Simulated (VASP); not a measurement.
# B in VASP: notebook, part 2 of 3

VASP 6.6.1. Earlier steps stand in the parts before.

### 4 Relaxation of cell and atoms, PBEsol

This run uses another cell than the first one: it holds 4 atoms, not 8.

The input, INCAR:

```
SYSTEM = B
  PREC = Accurate
  ENCUT = 500
  EDIFF = 1E-7
  ISMEAR = 0
  SIGMA = 0.1
  LREAL = .FALSE.
  LASPH = .TRUE.
  NELM = 120
  ALGO = Normal
  ISIF = 3
  LWAVE = .FALSE.
  LCHARG = .FALSE.
  GGA = PS
  IBRION = 2
  NSW = 100
  EDIFFG = -0.01
  GGA_COMPAT = .FALSE.
  NELMIN = 4
```

The input, KPOINTS:

```
regular mesh
0
G
  16 16 14
  0 0 0
```

The input, POSCAR:

```
B
1.0
    1.7114314150     -2.6140133397      0.0000000000
    1.7114314150      2.6140133397      0.0000000000
   -0.7123229769      0.0000000000      3.2480614469
B
4
Direct
    0.2254477843      0.7745522157      0.5000000000
    0.7745522157      0.2254477843      0.5000000000
    0.3638247145      0.3638247145      0.7474716890
    0.6361752855      0.6361752855      0.2525283110
```

Potentials or basis: VASP PAW PBE potentials, release 64 (B).

The run is started by

```sh
cat potpaw_PBE.64/B/POTCAR > POTCAR
mpirun -np 1 vasp_std > vasp.out
```

OUTCAR:

```text
SYSTEM = B
   PREC = Accurate
   ENCUT = 500
   EDIFF = 1E-7
   ISMEAR = 0
   LREAL = .FALSE.
   LASPH = .TRUE.
   NELM = 120
   ISIF = 3
   GGA = PS
   IBRION = 2
   NSW = 100
   EDIFFG = -0.01
   NELMIN = 4

 ion  position               nearest neighbor table
   1  0.225  0.775  0.500-   2 1.73   2 1.73   4 1.77   3 1.77   3 1.78   4 1.78
   2  0.775  0.225  0.500-   1 1.73   1 1.73   4 1.77   3 1.77   4 1.78   3 1.78
   3  0.364  0.364  0.747-   4 1.74   1 1.77   2 1.77   1 1.78   2 1.78   4 2.06
   4  0.636  0.636  0.253-   3 1.74   2 1.77   1 1.77   2 1.78   1 1.78   3 2.06

  LATTYP: Found a base centered monoclinic cell.
 ALAT       =     3.4228628300
 B/A-ratio  =     1.5273842216
 C/A-ratio  =     0.9714829708
 COS(beta)  =    -0.2142161777

  Lattice vectors:

 A1 = (   1.7114314150,  -2.6140133397,   0.0000000000)
 A2 = (   1.7114314150,   2.6140133397,   0.0000000000)
 A3 = (  -0.7123229769,   0.0000000000,   3.2480614469)

Analysis of symmetry for initial positions (statically):
=====================================================================
 Subroutine PRICEL returns:
 Original cell was already a primitive cell.

 Routine SETGRP: Setting up the symmetry group for a
 base centered monoclinic supercell.

 Subroutine GETGRP returns: Found  4 space group operations
 (whereof  4 operations were pure point group operations)
 out of a pool of  4 trial point group operations.

The static configuration has the point symmetry C_2h.

Analysis of symmetry for dynamics (positions and initial velocities):
=====================================================================
 Subroutine PRICEL returns:
 Original cell was already a primitive cell.

 Routine SETGRP: Setting up the symmetry group for a
 base centered monoclinic supercell.

 Subroutine GETGRP returns: Found  4 space group operations
 (whereof  4 operations were pure point group operations)
 out of a pool of  4 trial point group operations.

The dynamic configuration has the point symmetry C_2h.
[... 141 lines left out ...]

--------------------------------------- Ionic step        1  -------------------------------------------

 number of electron      12.0000000 magnetization

 Free energy of the ion-electron system (eV)
  ---------------------------------------------------
  ext. energy  EPLUGINS =         0.00000000
  ---------------------------------------------------
  free energy    TOTEN  =       -27.07210762 eV

  energy without entropy =      -27.06998132  energy(sigma->0) =      -27.07104447

------------------------ aborting loop because EDIFF is reached ----------------------------------------

  FORCE on cell =-STRESS in cart. coord.  units (eV):
  Direction    XX          YY          ZZ          XY          YZ          ZX
  --------------------------------------------------------------------------------------
  -------------------------------------------------------------------------------------
  Total        0.0384282      0.1404354      0.0704198      0.0000000      0.0000000      0.0591319
  in kB        2.1185514      7.7422233      3.8822521      0.0000000      0.0000000      3.2599511
  external PRESSURE =       4.5810089 kB  Pullay stress =       0.0000000 kB
[... 101 lines left out ...]
--------------------------------------- Ionic step        4  -------------------------------------------

 number of electron      12.0000000 magnetization

 Free energy of the ion-electron system (eV)
  ---------------------------------------------------
  ext. energy  EPLUGINS =         0.00000000
  ---------------------------------------------------
  free energy    TOTEN  =       -27.07242462 eV

  energy without entropy =      -27.07037714  energy(sigma->0) =      -27.07140088

 E-fermi :   6.1245     XC(G=0): -11.7053

 val. band max:        6.1185969602   @ k =  -0.1250   0.5000   0.0714
 cond. band min:       6.1245826043   @ k =  -0.3750   0.0625   0.0714
 fundamental gap:      0.0059856441
 Fermi energy:         6.1244633825

 k-point     1 :       0.0000    0.0000    0.0000
  band No.  band energies     occupation
      1      -9.7783      2.00000
      2       0.5105      2.00000
      3       1.7164      2.00000
      4       2.0559      2.00000
      5       2.8531      2.00000
      6       3.3953      2.00000
      7       7.4786      0.00000
      8      10.3644      0.00000
      9      12.2954      0.00000
     10      12.5512      0.00000
[... 287 lines left out ...]
 k-point    24 :      -0.0625    0.0625    0.0000
  band No.  band energies     occupation
      1      -9.7136      2.00000
      2       0.3815      2.00000
      3       1.7854      2.00000
      4       2.0757      2.00000
      5       2.4999      2.00000
      6       3.3644      2.00000
      7       7.5991      0.00000
      8      10.3687      0.00000
      9      11.9644      0.00000
     10      12.8412      0.00000

 [... further k-points ...]

------------------------ aborting loop because EDIFF is reached ----------------------------------------

  FORCE on cell =-STRESS in cart. coord.  units (eV):
  Direction    XX          YY          ZZ          XY          YZ          ZX
  --------------------------------------------------------------------------------------
  -------------------------------------------------------------------------------------
  Total        0.0051565     -0.0397222     -0.0168083      0.0000000      0.0000000      0.0290607
  in kB        0.2838063     -2.1862431     -0.9251018      0.0000000      0.0000000      1.5994537
  external PRESSURE =      -0.9425128 kB  Pullay stress =       0.0000000 kB
[... 19 lines left out ...]
  FREE ENERGIE OF THE ION-ELECTRON SYSTEM (eV)
  ---------------------------------------------------
  free  energy   TOTEN  =       -27.0724246236 eV

  energy  without entropy=      -27.0703771446  energy(sigma->0) =      -27.07140088

 reached required accuracy - stopping structural energy minimisation
```

OSZICAR:

```text
N       E                     dE             d eps       ncg     rms          rms(c)
DAV:   1     0.145135334527E+02    0.14514E+02   -0.59065E+03 19296   0.106E+03
DAV:   2    -0.270065755135E+02   -0.41520E+02   -0.39826E+02 27242   0.178E+02
DAV:   3    -0.281360554215E+02   -0.11295E+01   -0.11115E+01 25468   0.265E+01
[... 25 lines left out ...]
       N       E                     dE             d eps       ncg     rms          rms(c)
DAV:   1    -0.270724330771E+02   -0.90909E-04   -0.24075E-03 20390   0.448E-01    0.158E-02
DAV:   2    -0.270724265159E+02    0.65612E-05   -0.49150E-05 27610   0.640E-02    0.726E-03
DAV:   3    -0.270724246549E+02    0.18610E-05   -0.71653E-06 22750   0.185E-02    0.187E-03
DAV:   4    -0.270724246236E+02    0.31285E-07   -0.68800E-07 22362   0.689E-03
   4 F= -.27072425E+02 E0= -.27071401E+02  d E =-.824199E-04
```

Run time: 2 min. Hardware: 1 thread of Intel Xeon 6975P-C (Granite Rapids), shared host; peak memory 0.32 GiB.

What came out:

| Quantity | Value |
| --- | --- |
| Free energy | -27.0724 eV |
| Relaxed volume | 7.28 Å³/atom |
| Relaxed cell | a = 3.126 Å, b = 3.126 Å, c = 3.326 Å, α = 96.67°, β = 96.67°, γ = 113.62° |
| Space group after relaxing (to 0.1 Å) | C2/m (No. 12) |
| Energy gained by relaxing | 0.1 meV/atom |
| Ionic steps | 4 |
| Pressure after relaxing | -0.1 GPa |
| Largest force after relaxing | 0.009 eV/Å |
| Band gap on the k mesh | zero (bands 6 and 7 overlap by 1.42 eV) |

Forces on the atoms (eV/Å):
```
B    0.000  0.009  0.000
B    0.000 -0.009  0.000
B    0.000  0.000  0.003
B    0.000  0.000 -0.003
```

Step by step:
```csv
step,energy change (eV),largest force (eV/Å),pressure (GPa),volume (Å³)
1,0.0000,0.0423,0.46,29.06
2,-0.0002,0.0235,-0.41,29.15
3,-0.0002,0.0150,-0.14,29.12
4,-0.0003,0.0087,-0.09,29.11
```

Final structure:
```xyz
4
Lattice="1.7114 -2.6162 0.0018 1.7114 2.6162 0.0018 -0.7088 0.0000 3.2501" Properties=species:S:1:pos:R:3 pbc="T T T"
B     1.3570    1.4386    1.6269
B     1.3570   -1.4386    1.6269
B     0.7157    0.0000    2.4322
B     1.9982    0.0000    0.8215
```

Caveat: the PAW data sets were made with another functional, which shifts forces and pressure a little.

### 5 Single point, PBEsol

This run uses another cell than the first one, of 6.52 Å³/atom.

The input, INCAR:

```
SYSTEM = B
PREC = Accurate
ENCUT = 520
EDIFF = 1E-6
ISMEAR = 0
SIGMA = 0.1
LREAL = .False.
LASPH = .True.
NELM = 100
ALGO = Normal
ISIF = 2
LWAVE = .False.
LCHARG = .False.
GGA = PS
NBANDS = 22
```

The input, KPOINTS:

```
Automatic mesh
0
Gamma
  9 9 4
  0 0 0
```

The input, POSCAR:

```
B
1.0
    3.1375352147      0.1477395003      0.0534481447
   -1.4455549286      2.4983117120      0.0005214528
    0.1422695893      0.0817844690      6.4816411662
B
8
Direct
   -0.1940118301     -0.0970328412      0.1525695225
   -0.1940103548     -0.0970342935      0.6525802445
    0.1939945456      0.0970301692      0.3474256639
    0.1940269608      0.0970363795      0.8474249572
    0.5390973309      0.7695748082      0.4148129935
    0.5390929647      0.7695642754      0.9148152570
    0.4608974354      0.2304271192      0.0851898473
    0.4609129476      0.2304343832      0.5851815140
```

The run is started by

```sh
cat potpaw_PBE.64/B/POTCAR > POTCAR
mpirun -np 1 vasp_std > vasp.out
```

Run time: 53 s. Hardware: 1 thread of Intel Xeon 6975P-C (Granite Rapids), shared host; peak memory 0.24 GiB.

It converged, with:

* Free energy: -54.7564 eV
* Pressure: 0.4 GPa
* Largest force: 0.007 eV/Å
* Band gap on the k mesh: zero (bands 12 and 13 overlap by 1.58 eV)

Forces on the atoms (eV/Å):
```
B    0.003  0.002  0.006
B    0.003  0.001  0.005
B   -0.002 -0.001 -0.006
B   -0.003 -0.002 -0.006
B   -0.003 -0.002 -0.005
B   -0.002 -0.001 -0.005
B    0.003  0.002  0.005
B    0.002  0.001  0.006
```

Stress tensor (GPa, compression positive):
```
0.33 0.02 0.12
0.02 0.34 0.05
0.12 0.05 0.42
```

Levels at points of the mesh, in eV from the Fermi level:
```
           k point  band 10  band 11  band 12  band 13  band 14  band 15
(0.00, 0.00, 0.00)    -2.94    -2.51     0.48     0.50     1.94     3.37
(0.00, 0.00, 0.50)    -3.36    -0.56    -0.56     0.79     0.79     3.15
```

Caveat: the PAW data sets were made with another functional, which shifts forces and pressure a little.

(Part 2 of 3 ends here.)
